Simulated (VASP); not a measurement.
# CdSe (F-43m) in VASP: further runs

The runs below take CdSe through single point, with LDA.

Everything below comes from runs of VASP 6.6.1. Logs are shortened: lines on timing, memory, paths and dates and some standing lists are left out, and cuts for length are marked.

### Step 1. The cell of the first run

The structure is cubic, space group F-43m (No. 216). Conventional cell: a = 5.673 Å, b = 5.673 Å, c = 5.673 Å, α = 90.00°, β = 90.00°, γ = 90.00°. Cd (site symmetry -43m) has 4 Se at 2.46 Å within 3.2 Å. Within 3.2 Å of Se (site symmetry -43m) lie 4 Cd at 2.46 Å.

### Step 2. Single point, LDA

Input file INCAR:

```
ALGO = Normal
EDIFF = 1E-7
ENCUT = 520
GGA = CA
ISIF = 2
ISMEAR = 0
LASPH = True
LCHARG = False
LREAL = False
LWAVE = False
NBANDS = 16
NELM = 60
PREC = Accurate
SIGMA = 0.01
```

Input file KPOINTS:

```
k-points
0
Gamma
  6 6 6
```

Input file POSCAR:

```
CdSe
1.0
    0.0000000000      2.8363331821      2.8363331821
    2.8363331821      0.0000000000      2.8363331821
    2.8363331821      2.8363331821      0.0000000000
Cd Se
1 1
Direct
    0.0000000000      0.0000000000      0.0000000000
    0.7500000000      0.7500000000      0.7500000000
```

Potentials or basis: VASP PAW LDA potentials, release 64 (Cd, Se).

Launch:

```sh
$ cat potpaw_LDA.64/Cd/POTCAR potpaw_LDA.64/Se/POTCAR > POTCAR
$ mpirun -np 1 vasp_std > vasp.out
```

OUTCAR:

```text
EDIFF = 1E-7
   ENCUT = 520
   GGA = CA
   ISIF = 2
   ISMEAR = 0
   LASPH = True
   LREAL = False
   NELM = 60
   PREC = Accurate

 ion  position               nearest neighbor table
   1  0.000  0.000  0.000-   2 2.46   2 2.46   2 2.46   2 2.46
   2  0.750  0.750  0.750-   1 2.46   1 2.46   1 2.46   1 2.46

  LATTYP: Found a face centered cubic cell.
 ALAT       =     5.6726663642

  Lattice vectors:

 A1 = (   0.0000000000,   2.8363331821,   2.8363331821)
 A2 = (   2.8363331821,   0.0000000000,   2.8363331821)
 A3 = (   2.8363331821,   2.8363331821,   0.0000000000)

Analysis of symmetry for initial positions (statically):
=====================================================================
 Subroutine PRICEL returns:
 Original cell was already a primitive cell.

 Routine SETGRP: Setting up the symmetry group for a
 face centered cubic supercell.

 Subroutine GETGRP returns: Found 24 space group operations
 (whereof 24 operations were pure point group operations)
 out of a pool of 48 trial point group operations.

The static configuration has the point symmetry T_d .

Analysis of symmetry for dynamics (positions and initial velocities):
=====================================================================
 Subroutine PRICEL returns:
 Original cell was already a primitive cell.

 Routine SETGRP: Setting up the symmetry group for a
 face centered cubic supercell.

 Subroutine GETGRP returns: Found 24 space group operations
 (whereof 24 operations were pure point group operations)
 out of a pool of 48 trial point group operations.

The dynamic configuration has the point symmetry T_d .

 Subroutine INISYM returns: Found 24 space group operations
 (whereof 24 operations are pure point group operations),
 and found     1 'primitive' translations

----------------------------------------------------------------------------------------

                                     Primitive cell

  volume of cell :      45.6354

  direct lattice vectors                    reciprocal lattice vectors
     0.000000000  2.836333182  2.836333182    -0.176283944  0.176283944  0.176283944
     2.836333182  0.000000000  2.836333182     0.176283944 -0.176283944  0.176283944
     2.836333182  2.836333182  0.000000000     0.176283944  0.176283944 -0.176283944

  length of vectors
     4.011180854  4.011180854  4.011180854     0.305332748  0.305332748  0.305332748

  position of ions in fractional coordinates (direct lattice)
     0.000000000  0.000000000  0.000000000
     0.750000000  0.750000000  0.750000000

  ion indices of the primitive-cell ions
   primitive index   ion index
                 1           1
                 2           2

----------------------------------------------------------------------------------------

 KPOINTS: k-points

Automatic generation of k-mesh.
 Grid dimensions read from file:
 generate k-points for:    6    6    6

 Generating k-lattice:

  Cartesian coordinates                     Fractional coordinates (reciprocal lattice)
    -0.029380657  0.029380657  0.029380657     0.166666667  0.000000000  0.000000000
     0.029380657 -0.029380657  0.029380657     0.000000000  0.166666667  0.000000000
     0.029380657  0.029380657 -0.029380657     0.000000000  0.000000000  0.166666667

  Length of vectors
     0.050888791  0.050888791  0.050888791

  Shift w.r.t. Gamma in fractional coordinates (k-lattice)
     0.000000000  0.000000000  0.000000000

 Subroutine IBZKPT returns following result:
 ===========================================

 Found     16 irreducible k-points:

 Following reciprocal coordinates:
            Coordinates               Weight
  0.000000  0.000000  0.000000      1.000000
  0.166667  0.000000  0.000000      8.000000
  0.333333  0.000000  0.000000      8.000000
  0.500000  0.000000  0.000000      4.000000
  0.166667  0.166667  0.000000      6.000000
  0.333333  0.166667  0.000000     24.000000
[... 8 lines left out ...]
 -0.333333  0.333333  0.166667     24.000000
 -0.333333  0.500000  0.166667     12.000000
   k-points           NKPTS =     16   k-points in BZ     NKDIM =     16   number of bands    NBANDS=     16
   number of dos      NEDOS =    301   number of ions     NIONS =      2
   total plane-waves  NPLWV =  27000
   dimension x,y,z NGX =    30 NGY =   30 NGZ =   30
   dimension x,y,z NGXF=    60 NGYF=   60 NGZF=   60
   ions per type =               1   1
   NGX,Y,Z   is equivalent  to a cutoff of  12.43, 12.43, 12.43 a.u.
   NGXF,Y,Z  is equivalent  to a cutoff of  24.87, 24.87, 24.87 a.u.
 SYSTEM =  unknown system
   PREC   = accura    normal or accurate (medium, high low for compatibility)
   ISTART =      0    job   : 0-new  1-cont  2-samecut
   ICHARG =      2    charge: 1-file 2-atom 10-const
   ISPIN  =      1    spin polarized calculation?
   LNONCOLLINEAR =      F non collinear calculations
   LSORBIT =      F    spin-orbit coupling
   LASPH  =      T    aspherical Exc in radial PAW
   ENCUT  =  520.0 eV  38.22 Ry    6.18 a.u.   7.46  7.46  7.46*2*pi/ulx,y,z
   NELM   =     60;   NELMIN=  2; NELMDL= -5     # of ELM steps
   EDIFF  = 0.1E-06   stopping-criterion for ELM
   LREAL  =      F    real-space projection
   EDIFFG = 0.1E-05   stopping-criterion for IOM
   NSW    =      0    number of steps for IOM
   IBRION =     -1    ionic relax: 0-MD 1-quasi-New 2-CG
   NFREE  =      0    steps in history (QN), initial steepest desc. (CG)
   ISIF   =      2    stress and relaxation
   ISYM   =      2    0-nonsym 1-usesym 2-fastsym
   POTIM  = 0.5000    time-step for ionic-motion
   TEBEG  =    0.0;   TEEND  =   0.0 temperature during run
   PSTRESS=    0.0 pullay stress
   NELECT =      18.0000    total number of electrons
   NUPDOWN=      -1.0000    fix difference up-down
   EMIN   =  10.00;   EMAX   =-10.00  energy-range for DOS
   EFERMI =   0.00;   METHOD = LEGACY
   ISMEAR =     0;   SIGMA  =   0.01  broadening in eV -4-tet -1-fermi 0-gaus
   EFERMI_NEDOS =   21; number of points for ismear=-14 and -15
   IALGO  =     38    algorithm
   IMIX   =      4    mixing-type and parameters
     AMIX     =   0.40;   BMIX     =  1.00
     AMIX_MAG =   1.60;   BMIX_MAG =  1.00
  volume/ion in A,a.u.               =      22.82       153.98
  Fermi-wavevector in a.u.,A,eV,Ry     =   1.200600  2.268805 19.611994  1.441441
  Thomas-Fermi vector in A             =   2.336432
   LORBIT       =      0    0 simple, 1 ext, 2 COOP (PROOUT), +10 PAW based schemes
   GGA     = CA    functional components
   LHFCALC =     F    Hartree Fock is set to
   AEXX    =    0.0000 exact exchange contribution
   IVDW    =     0    specifies the selected vdW correction
   LEPSILON=     F    determine dielectric tensor
   LRPA    =     F    only Hartree local field effects (RPA)
 non-spin polarized calculation
 Gauss-broadening in eV      SIGMA  =   0.01
  energy-cutoff  :      520.00
  volume of cell :       45.64
 maximum number of plane-waves:      1247
 NGX is ok and might be reduce to    30
   NGX = 15   NGY = 15   NGZ = 15

 number of electron      17.9999995 magnetization

 Free energy of the ion-electron system (eV)
  ---------------------------------------------------
  ext. energy  EPLUGINS =         0.00000000
  ---------------------------------------------------
  free energy    TOTEN  =        -6.37664214 eV

  energy without entropy =       -6.37664214  energy(sigma->0) =       -6.37664214

 E-fermi :   2.8895     XC(G=0): -10.2472

 val. band max:        2.7984474755   @ k =   0.0000   0.0000   0.0000
 cond. band min:       3.5738411544   @ k =   0.0000   0.0000   0.0000
 fundamental gap:      0.7753936789
 Fermi energy:         2.8894676117

 k-point     1 :       0.0000    0.0000    0.0000
  band No.  band energies     occupation
      1     -11.2878      2.00000
      2      -6.1663      2.00000
      3      -6.1663      2.00000
      4      -6.1663      2.00000
      5      -5.5114      2.00000
      6      -5.5114      2.00000
[... 8 lines left out ...]
     15      14.3544      0.00000
     16      14.3544      0.00000

 k-point     2 :       0.1667    0.0000    0.0000
  band No.  band energies     occupation
      1     -11.1412      2.00000
      2      -6.1171      2.00000
      3      -6.1171      2.00000
      4      -6.0675      2.00000
      5      -5.5146      2.00000
      6      -5.5146      2.00000
[... 8 lines left out ...]
     15      13.0562      0.00000
     16      13.4677      0.00000

 k-point     3 :       0.3333    0.0000    0.0000
  band No.  band energies     occupation
      1     -10.8405      2.00000
      2      -6.0362      2.00000
      3      -6.0362      2.00000
      4      -5.6263      2.00000
      5      -5.4952      2.00000
      6      -5.4952      2.00000
[... 8 lines left out ...]
     15      13.6472      0.00000
     16      13.6472      0.00000

 k-point     4 :       0.5000    0.0000    0.0000
  band No.  band energies     occupation
      1     -10.6885      2.00000
      2      -6.0083      2.00000
      3      -6.0083      2.00000
      4      -5.4685      2.00000
      5      -5.4685      2.00000
      6      -5.0270      2.00000
[... 8 lines left out ...]
     15      15.5328      0.00000
     16      15.5328      0.00000
[... 172 lines left out ...]
 k-point    14 :       0.5000    0.3333    0.1667
  band No.  band energies     occupation
      1     -10.6468      2.00000
      2      -5.9295      2.00000
      3      -5.9136      2.00000
      4      -5.6741      2.00000
      5      -5.4687      2.00000
      6      -5.1906      2.00000
[... 8 lines left out ...]
     15      15.7826      0.00000
     16      16.6426      0.00000

 k-point    15 :      -0.3333    0.3333    0.1667
  band No.  band energies     occupation
      1     -10.5501      2.00000
      2      -5.9257      2.00000
      3      -5.8591      2.00000
      4      -5.5790      2.00000
      5      -5.5022      2.00000
      6      -4.7832      2.00000
[... 8 lines left out ...]
     15      15.2720      0.00000
     16      16.7088      0.00000

 k-point    16 :      -0.3333    0.5000    0.1667
  band No.  band energies     occupation
      1     -10.5029      2.00000
      2      -5.9017      2.00000
      3      -5.7972      2.00000
      4      -5.6319      2.00000
      5      -5.4692      2.00000
      6      -4.7308      2.00000
[... 8 lines left out ...]
     15      16.3310      0.00000
     16      16.5954      0.00000

------------------------ aborting loop because EDIFF is reached ----------------------------------------

  FORCE on cell =-STRESS in cart. coord.  units (eV):
  Direction    XX          YY          ZZ          XY          YZ          ZX
  --------------------------------------------------------------------------------------
  -------------------------------------------------------------------------------------
  Total        4.5547147      4.5547147      4.5547147     -0.0000000      0.0000000     -0.0000000
  in kB      159.9079411    159.9079411    159.9079411     -0.0000000      0.0000000     -0.0000000
  external PRESSURE =     159.9079411 kB  Pullay stress =       0.0000000 kB

 VOLUME and BASIS-vectors are now :
 -----------------------------------------------------------------------------
  energy-cutoff  :      520.00
  volume of cell :       45.64
      direct lattice vectors                 reciprocal lattice vectors
     0.000000000  2.836333182  2.836333182    -0.176283944  0.176283944  0.176283944
     2.836333182  0.000000000  2.836333182     0.176283944 -0.176283944  0.176283944
     2.836333182  2.836333182  0.000000000     0.176283944  0.176283944 -0.176283944

 POSITION                                       TOTAL-FORCE (eV/Angst)
 -----------------------------------------------------------------------------------
      0.00000      0.00000      0.00000        -0.000000     -0.000000      0.000000
      4.25450      4.25450      4.25450         0.000000      0.000000     -0.000000
 -----------------------------------------------------------------------------------
    total drift:                                0.000000      0.000000      0.000000

  FREE ENERGIE OF THE ION-ELECTRON SYSTEM (eV)
  ---------------------------------------------------
  free  energy   TOTEN  =        -6.3766421351 eV

  energy  without entropy=       -6.3766421351  energy(sigma->0) =       -6.37664214
```

Wall time 5.8 s (1 thread of Intel Xeon 6975P-C (Granite Rapids), shared host); peak memory 0.15 GiB.

What came out:

* Free energy: -6.3766 eV
* Pressure: 16.0 GPa
* Band gap on the k mesh: 0.78 eV, direct

Levels at points of the mesh, in eV from the valence-band top:
```tsv
k point	band 5	band 6	band 7	band 8	band 9	band 10	band 11	band 12	band 13	band 14
(0.00, 0.00, 0.00)	-8.31	-8.31	0.00	0.00	0.00	0.78	5.70	5.70	5.70	10.32
(0.50, 0.00, 0.00)	-8.27	-7.83	-5.92	-1.12	-1.12	2.40	6.28	6.28	7.62	10.53
(0.50, 0.50, 0.00)	-8.20	-7.74	-5.23	-2.74	-2.74	2.48	3.64	10.02	11.29	11.29
```

### Step 3. Single point, LDA

This run uses another cell than the first one, of 23.86 Å³/atom, 1.046 times its volume.

Input file INCAR:

```
SYSTEM = CdSe
PREC = Accurate
ENCUT = 520
EDIFF = 1E-6
ISMEAR = 0
SIGMA = 0.01
LREAL = .False.
LASPH = .True.
NELM = 60
ALGO = Normal
ISIF = 2
LWAVE = .False.
LCHARG = .True.
GGA = CA
LELF = .True.
LVHAR = .True.
NBANDS = 16
```

Input file KPOINTS:

```
regular mesh
0
Gamma
  6 6 6
  0 0 0
```

Input file POSCAR:

```
CdSe
1.0
    0.0000000000      2.8789260969      2.8789260969
    2.8789260969      0.0000000000      2.8789260969
    2.8789260969      2.8789260969      0.0000000000
Cd Se
1 1
Direct
    0.0000000000      0.0000000000      0.0000000000
    0.7500000000      0.7500000000      0.7500000000
```

Potentials or basis: VASP PAW LDA potentials, release 64 (Cd, Se).

Launch:

```sh
$ cat potpaw_LDA.64/Cd/POTCAR potpaw_LDA.64/Se/POTCAR > POTCAR
$ mpirun -np 1 vasp_std > vasp.out
```

Wall time 5.7 s (1 thread of Intel Xeon 6975P-C (Granite Rapids), shared host); peak memory 0.15 GiB.

It converged, with:

```
Free energy            : -6.5502 eV
Pressure               : 10.8 GPa
Band gap on the k mesh : 0.69 eV, direct
```

Levels at points of the mesh, in eV from the valence-band top:
| k point | band 5 | band 6 | band 7 | band 8 | band 9 | band 10 | band 11 | band 12 | band 13 | band 14 |
| --- | --- | --- | --- | --- | --- | --- | --- | --- | --- | --- |
| (0.00, 0.00, 0.00) | -8.11 | -8.11 | 0.00 | 0.00 | 0.00 | 0.69 | 5.74 | 5.74 | 5.74 | 10.15 |
| (0.50, 0.00, 0.00) | -8.07 | -7.67 | -5.57 | -1.04 | -1.04 | 2.36 | 6.30 | 6.30 | 7.56 | 10.35 |
| (0.50, 0.50, 0.00) | -8.02 | -7.59 | -4.98 | -2.53 | -2.53 | 2.59 | 3.66 | 9.76 | 11.02 | 11.02 |

### Step 4. Single point, LDA

This run uses another cell than the first one, of 25.53 Å³/atom, 1.119 times its volume.

Input file INCAR:

```
PREC = Accurate
ENCUT = 520
EDIFF = 1E-6
ISMEAR = 0
SIGMA = 0.01
LREAL = F
LASPH = T
NELM = 80
ALGO = Normal
ISIF = 2
LWAVE = F
LCHARG = F
GGA = CA
NBANDS = 16
```

Input file KPOINTS:

```
Automatic mesh
0
Gamma
  6 6 6
```

Input file POSCAR:

```
CdSe
1.0
    0.0000000000      2.9446772532      2.9446772532
    2.9446772532      0.0000000000      2.9446772532
    2.9446772532      2.9446772532      0.0000000000
Cd Se
1 1
Direct
    0.0000000000      0.0000000000      0.0000000000
    0.7500000000      0.7500000000      0.7500000000
```

Launch:

```sh
$ cat potpaw_LDA.64/Cd/POTCAR potpaw_LDA.64/Se/POTCAR > POTCAR
$ mpirun -np 1 vasp_std > vasp.out
```

It took 4.4 s on 1 thread of Intel Xeon 6975P-C (Granite Rapids), shared host; peak memory 0.15 GiB.

It converged, with:

| Property | Result |
| --- | --- |
| Free energy | -6.7080 eV |
| Pressure | 4.6 GPa |
| Band gap on the k mesh | 0.56 eV, direct |

Levels at points of the mesh, in eV from the valence-band top:
| k point | band 5 | band 6 | band 7 | band 8 | band 9 | band 10 | band 11 | band 12 | band 13 | band 14 |
| --- | --- | --- | --- | --- | --- | --- | --- | --- | --- | --- |
| (0.00, 0.00, 0.00) | -7.86 | -7.86 | 0.00 | 0.00 | 0.00 | 0.56 | 5.78 | 5.78 | 5.78 | 9.89 |
| (0.50, 0.00, 0.00) | -7.83 | -7.48 | -5.09 | -0.92 | -0.92 | 2.30 | 6.32 | 6.32 | 7.44 | 10.10 |
| (0.50, 0.50, 0.00) | -7.78 | -7.41 | -4.63 | -2.25 | -2.25 | 2.74 | 3.66 | 9.37 | 10.60 | 10.60 |

(Part 1 of 2 ends here.)
